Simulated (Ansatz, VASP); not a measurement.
Pd: VASP beside Ansatz

INCAR

```
PREC = Accurate
ENCUT = 500
EDIFF = 1E-6
ISMEAR = -1
SIGMA = 0.1
LREAL = False
LASPH = True
NELM = 120
ALGO = Normal
ISIF = 2
LWAVE = False
LCHARG = False
GGA = RP
NBANDS = 17
GGA_COMPAT = False
```

KPOINTS

```
Automatic mesh
0
Gamma
  15 15 8
```

The input POSCAR:

```
Pd
1.0
    2.7272239525      0.0000000000      0.0000000000
   -1.3636119762      2.3618452246      0.0000000000
    0.0000000000      0.0000000000      4.5395069345
Pd
2
Direct
    0.3333333333      0.6666666667      0.2500000000
    0.6666666667      0.3333333333      0.7500000000
```

Input for Ansatz:

```yaml
crystal:
  lattice:
    - [2.7272239525, 0.0, 0.0]
    - [-1.3636119762, 2.3618452246, 0.0]
    - [0.0, 0.0, 4.5395069345]
  atoms:
    - { symbol: Pd, position: [0.3333333333, 0.6666666667, 0.25] }
    - { symbol: Pd, position: [0.6666666667, 0.3333333333, 0.75] }
hamiltonian:
  xc: rpbe
  pseudopotentials:
    kind: paw
    azcp:
      Pd: "pseudopotentials/Pd.paw.azcp"
basis:
  ecutwfc: 420
  fft_grid_basis: typed
kpoints:
  mp_grid: { grid: [15, 15, 8], shift: [0, 0, 0] }
magnetization:
  spin_polarized: false
scf:
  occupations: { method: fermi_dirac, width: 0.1 }
  lower_state_search: "off"
output:
  stress: true
  write_density: true
  write_potential: true
  elf: true
  volumetric_format: npy
```

Alike in both runs: task single point; functional RPBE; k mesh 15 × 15 × 8; occupations fermi-dirac, width 0.1 eV; no spin polarisation.

```csv
,VASP,Ansatz
version,VASP 6.6.1,Ansatz 0.2.0
potentials or method,"VASP PAW PBE potentials, release 64 (Pd), cutoff 500 eV","plane waves (420 eV) with PAW, scalar-relativistic"
valence electrons in the cell,20,36
```

VASP gave:

```
pressure (GPa)                                                : 14.8
traceless stress, the component that is largest in VASP (GPa) : -0.24
```

What did Ansatz give for the same quantities?

Pressure (GPa): 15.0; traceless stress, the component that is largest in VASP (GPa): -0.20.

VASP's potentials were made for PBE, not for RPBE. VASP's potentials hold 20 valence electrons a cell and Ansatz's 36, so a difference there can come from the potentials and not from the codes.
